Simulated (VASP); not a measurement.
# TlSi2 (Fd-3m) in VASP: a series of runs

The runs below take TlSi2 through single point, relaxation of cell and atoms, with PBE.

Everything below comes from runs of VASP 6.6.1. Logs are shortened: lines on timing, memory, paths and dates and some standing lists are left out, and cuts for length are marked.

**1. The cell of the first run**

Symmetry: Fd-3m, No. 227, cubic system. Conventional cell: a = 7.878 Å, b = 7.878 Å, c = 7.878 Å, α = 90.00°, β = 90.00°, γ = 90.00°. Within 4.3 Å of Tl (site symmetry -43m) lie 12 Si at 3.27 Å and 4 Tl at 3.41 Å. Si (site symmetry -3m) has 6 Si at 2.79 Å and 6 Tl at 3.27 Å within 3.7 Å.

**2. Single point, PBE**

Input file INCAR:

```
PREC = Accurate
ENCUT = 520
EDIFF = 1E-6
ISMEAR = 0
SIGMA = 0.1
LREAL = False
LASPH = True
NELM = 60
ALGO = Normal
ISIF = 2
LWAVE = False
LCHARG = False
GGA = PE
NBANDS = 30
```

Input file KPOINTS:

```
Automatic mesh
0
Gamma
  8 8 8
```

Input file POSCAR:

```
TlSi2
1.0
    0.0000000000      3.9391046333      3.9391046333
    3.9391046333      0.0000000000      3.9391046333
    3.9391046333      3.9391046333      0.0000000000
Tl Si
2 4
Direct
    0.0000000000      0.0000000000      0.0000000000
    0.2500000000      0.2500000000      0.2500000000
    0.6250000000      0.6250000000      0.6250000000
    0.1250000000      0.6250000000      0.6250000000
    0.6250000000      0.6250000000      0.1250000000
    0.6250000000      0.1250000000      0.6250000000
```

Potentials or basis: VASP PAW PBE potentials, release 64 (Tl_d, Si).

Command:

```bash
> cat potpaw_PBE.64/Tl_d/POTCAR potpaw_PBE.64/Si/POTCAR > POTCAR
> mpirun -np 1 vasp_std > vasp.out
```

OUTCAR:

```text
PREC = Accurate
   ENCUT = 520
   EDIFF = 1E-6
   ISMEAR = 0
   LREAL = False
   LASPH = True
   NELM = 60
   ISIF = 2
   GGA = PE

 ion  position               nearest neighbor table
   1  0.000  0.000  0.000-   3 3.27   5 3.27   6 3.27   3 3.27   4 3.27   5 3.27   3 3.27   4 3.27
                             6 3.27   4 3.27   5 3.27   6 3.27   2 3.41   2 3.41   2 3.41   2 3.41
   2  0.250  0.250  0.250-   4 3.27   5 3.27   6 3.27   3 3.27   4 3.27   6 3.27   3 3.27   4 3.27
                             5 3.27   3 3.27   5 3.27   6 3.27   1 3.41   1 3.41   1 3.41   1 3.41
   3  0.625  0.625  0.625-   4 2.79   5 2.79   6 2.79   5 2.79   6 2.79   4 2.79   1 3.27   2 3.27
                             1 3.27   2 3.27   1 3.27   2 3.27
   4  0.125  0.625  0.625-   3 2.79   5 2.79   6 2.79   3 2.79   5 2.79   6 2.79   2 3.27   1 3.27
                             1 3.27   2 3.27   2 3.27   1 3.27
   5  0.625  0.625  0.125-   3 2.79   3 2.79   4 2.79   6 2.79   6 2.79   4 2.79   1 3.27   2 3.27
                             1 3.27   2 3.27   1 3.27   2 3.27
   6  0.625  0.125  0.625-   3 2.79   5 2.79   3 2.79   4 2.79   5 2.79   4 2.79   2 3.27   1 3.27
                             2 3.27   2 3.27   1 3.27   1 3.27

  LATTYP: Found a face centered cubic cell.
 ALAT       =     7.8782092666

  Lattice vectors:

 A1 = (   0.0000000000,   3.9391046333,   3.9391046333)
 A2 = (   3.9391046333,   0.0000000000,   3.9391046333)
 A3 = (   3.9391046333,   3.9391046333,   0.0000000000)

Analysis of symmetry for initial positions (statically):
=====================================================================
 Subroutine PRICEL returns:
 Original cell was already a primitive cell.

 Routine SETGRP: Setting up the symmetry group for a
 face centered cubic supercell.

 Subroutine GETGRP returns: Found 48 space group operations
 (whereof 24 operations were pure point group operations)
 out of a pool of 48 trial point group operations.

The static configuration has the point symmetry T_d .
 The point group associated with its full space group is O_h .

Analysis of symmetry for dynamics (positions and initial velocities):
=====================================================================
 Subroutine PRICEL returns:
 Original cell was already a primitive cell.

 Routine SETGRP: Setting up the symmetry group for a
 face centered cubic supercell.

 Subroutine GETGRP returns: Found 48 space group operations
 (whereof 24 operations were pure point group operations)
 out of a pool of 48 trial point group operations.

The dynamic configuration has the point symmetry T_d .
 The point group associated with its full space group is O_h .
[... 112 lines left out ...]
   NFREE  =      0    steps in history (QN), initial steepest desc. (CG)
   ISIF   =      2    stress and relaxation
   ISYM   =      2    0-nonsym 1-usesym 2-fastsym
   POTIM  = 0.5000    time-step for ionic-motion
   TEBEG  =    0.0;   TEEND  =   0.0 temperature during run
   PSTRESS=    0.0 pullay stress
   NELECT =      42.0000    total number of electrons
   NUPDOWN=      -1.0000    fix difference up-down
   EMIN   =  10.00;   EMAX   =-10.00  energy-range for DOS
   EFERMI =   0.00;   METHOD = LEGACY
   ISMEAR =     0;   SIGMA  =   0.10  broadening in eV -4-tet -1-fermi 0-gaus
   EFERMI_NEDOS =   21; number of points for ismear=-14 and -15
   IALGO  =     38    algorithm
   IMIX   =      4    mixing-type and parameters
     AMIX     =   0.40;   BMIX     =  1.00
     AMIX_MAG =   1.60;   BMIX_MAG =  1.00
  volume/ion in A,a.u.               =      20.37       137.49
  Fermi-wavevector in a.u.,A,eV,Ry     =   1.146614  2.166785 17.887888  1.314723
  Thomas-Fermi vector in A             =   2.283297
   LORBIT       =      0    0 simple, 1 ext, 2 COOP (PROOUT), +10 PAW based schemes
   GGA     = PE    functional components
   LHFCALC =     F    Hartree Fock is set to
   AEXX    =    0.0000 exact exchange contribution
   IVDW    =     0    specifies the selected vdW correction
   LEPSILON=     F    determine dielectric tensor
   LRPA    =     F    only Hartree local field effects (RPA)
 non-spin polarized calculation
 Gauss-broadening in eV      SIGMA  =   0.10
  energy-cutoff  :      520.00
  volume of cell :      122.24
 maximum number of plane-waves:      3327
 NGX is ok and might be reduce to    42
   NGX = 21   NGY = 21   NGZ = 21

 number of electron      42.0000008 magnetization

 Free energy of the ion-electron system (eV)
  ---------------------------------------------------
  ext. energy  EPLUGINS =         0.00000000
  ---------------------------------------------------
  free energy    TOTEN  =       -23.04653278 eV

  energy without entropy =      -23.02461335  energy(sigma->0) =      -23.03557307

 E-fermi :   7.6198     XC(G=0): -10.5284

 val. band max:        7.6149832003   @ k =  -0.2500   0.5000   0.2500
 cond. band min:       7.6346792504   @ k =  -0.3750   0.5000   0.1250
 fundamental gap:      0.0196960501
 Fermi energy:         7.6198483137

 k-point     1 :       0.0000    0.0000    0.0000
  band No.  band energies     occupation
      1      -4.4284      2.00000
      2      -3.8545      2.00000
      3      -3.8545      2.00000
      4      -3.8365      2.00000
      5      -3.8365      2.00000
      6      -3.8365      2.00000
[... 781 lines left out ...]
     29      12.6813      0.00000
     30      12.9306      0.00000

 [... further k-points ...]

------------------------ aborting loop because EDIFF is reached ----------------------------------------

  FORCE on cell =-STRESS in cart. coord.  units (eV):
  Direction    XX          YY          ZZ          XY          YZ          ZX
  --------------------------------------------------------------------------------------
  -------------------------------------------------------------------------------------
  Total       -0.0936408     -0.0936408     -0.0936408     -0.0000000     -0.0000000      0.0000000
  in kB       -1.2273068     -1.2273068     -1.2273068     -0.0000000     -0.0000000      0.0000000
  external PRESSURE =      -1.2273068 kB  Pullay stress =       0.0000000 kB

 VOLUME and BASIS-vectors are now :
 -----------------------------------------------------------------------------
  energy-cutoff  :      520.00
  volume of cell :      122.24
      direct lattice vectors                 reciprocal lattice vectors
     0.000000000  3.939104633  3.939104633    -0.126932399  0.126932399  0.126932399
     3.939104633  0.000000000  3.939104633     0.126932399 -0.126932399  0.126932399
     3.939104633  3.939104633  0.000000000     0.126932399  0.126932399 -0.126932399

 POSITION                                       TOTAL-FORCE (eV/Angst)
 -----------------------------------------------------------------------------------
      0.00000      0.00000      0.00000        -0.000000     -0.000000     -0.000000
      1.96955      1.96955      1.96955         0.000000      0.000000      0.000000
      4.92388      4.92388      4.92388         0.000000      0.000000     -0.000000
      4.92388      2.95433      2.95433         0.000000      0.000000     -0.000000
      2.95433      2.95433      4.92388         0.000000      0.000000     -0.000000
      2.95433      4.92388      2.95433         0.000000      0.000000     -0.000000
 -----------------------------------------------------------------------------------
    total drift:                               -0.000000     -0.000000      0.000000

  FREE ENERGIE OF THE ION-ELECTRON SYSTEM (eV)
  ---------------------------------------------------
  free  energy   TOTEN  =       -23.0465327821 eV

  energy  without entropy=      -23.0246133485  energy(sigma->0) =      -23.03557307
```

stdout:

```text
POSCAR found type information on POSCAR TlSi
 POSCAR found :  2 types and       6 ions
 scaLAPACK will be used
 LDA part: xc-table for (Slater+PW92), standard interpolation
 POSCAR, INCAR and KPOINTS ok, starting setup
 FFT: planning ... GRIDC
 FFT: planning ... GRID_SOFT
 FFT: planning ... GRID
 WAVECAR not read
 entering main loop
```

Wall time 3.2 min (1 thread of Intel Xeon 8259CL, shared host); peak memory 0.3 GiB.

Results:

```
Free energy            : -23.0465 eV
Pressure               : -0.1 GPa
Band gap on the k mesh : zero (bands 21 and 22 overlap by 2.09 eV)
```

Caveat: spin-orbit coupling is left out, which moves the levels of the heavy elements.

**3. Relaxation of cell and atoms, PBE**

This run uses another cell than the first one, of 19.79 Å³/atom.

Input file INCAR:

```
  PREC = Accurate
  ENCUT = 600
  EDIFF = 1E-7
  ISMEAR = 0
  SIGMA = 0.1
  LREAL = F
  LASPH = T
  NELM = 60
  ALGO = Normal
  ISIF = 3
  LWAVE = F
  LCHARG = F
  GGA = PE
  IBRION = 2
  NSW = 100
  EDIFFG = -0.01
```

Input file KPOINTS:

```
regular mesh
0
Gamma
  8 8 8
```

POSCAR, as its differences from that of step 2:

```diff
@@ -2,5 +2,5 @@
 1.0
-    0.0000000000      3.9391046333      3.9391046333
-    3.9391046333      0.0000000000      3.9391046333
-    3.9391046333      3.9391046333      0.0000000000
+    0.0000000000      3.9014128206      3.9014128206
+    3.9014128206      0.0000000000      3.9014128206
+    3.9014128206      3.9014128206      0.0000000000
 Tl Si
```

Potentials or basis: VASP PAW PBE potentials, release 64 (Tl_d, Si).

Command:

```bash
> cat potpaw_PBE.64/Tl_d/POTCAR potpaw_PBE.64/Si/POTCAR > POTCAR
> mpirun -np 1 vasp_std > vasp.out
```

Wall time 8.3 min (1 thread of Intel Xeon 8259CL, shared host); peak memory 0.38 GiB.

The run converged. Its results:

```yaml
Free_energy: -23.0460 eV
Relaxed_volume: 20.37 Å³/atom
Relaxed_cell: a = 5.570 Å, b = 5.570 Å, c = 5.570 Å, α = 60.00°, β = 60.00°, γ = 60.00°
Space_group_after_relaxing_to_0.1_Å: Fd-3m (No. 227)
Energy_gained_by_relaxing: 3.1 meV/atom
Ionic_steps: 3
Pressure_after_relaxing: 0.0 GPa
```

The path:
| step | energy change (eV) | largest force (eV/Å) | pressure (GPa) | volume (Å³) |
| --- | --- | --- | --- | --- |
| 1 | 0.0000 | 0.0000 | 1.78 | 118.77 |
| 2 | -0.0183 | 0.0000 | -0.17 | 122.58 |
| 3 | -0.0185 | 0.0000 | 0.00 | 122.21 |

Final structure:
```
CELL_PARAMETERS angstrom
0.00000 3.93873 3.93873
3.93873 0.00000 3.93873
3.93873 3.93873 0.00000
ATOMIC_POSITIONS crystal
Tl 0.00000 0.00000 0.00000
Tl 0.25000 0.25000 0.25000
Si 0.62500 0.62500 0.62500
Si 0.12500 0.62500 0.62500
Si 0.62500 0.62500 0.12500
Si 0.62500 0.12500 0.62500
```

Levels at points of the mesh, in eV from the Fermi level:
| k point | band 18 | band 19 | band 20 | band 21 | band 22 | band 23 | band 24 | band 25 |
| --- | --- | --- | --- | --- | --- | --- | --- | --- |
| (0.00, 0.00, 0.00) | -3.63 | -3.63 | -2.97 | -1.10 | -1.10 | -0.12 | -0.12 | -0.12 |
| (0.50, 0.00, 0.00) | -3.70 | -1.85 | -0.22 | 0.05 | 0.05 | 0.27 | 0.27 | 2.73 |
| (0.50, 0.50, 0.00) | -0.96 | 0.14 | 0.14 | 0.21 | 0.21 | 0.73 | 0.73 | 2.08 |

Caveat: the highest band is partly filled, so the run has too few bands; spin-orbit coupling is left out, which moves the levels of the heavy elements.
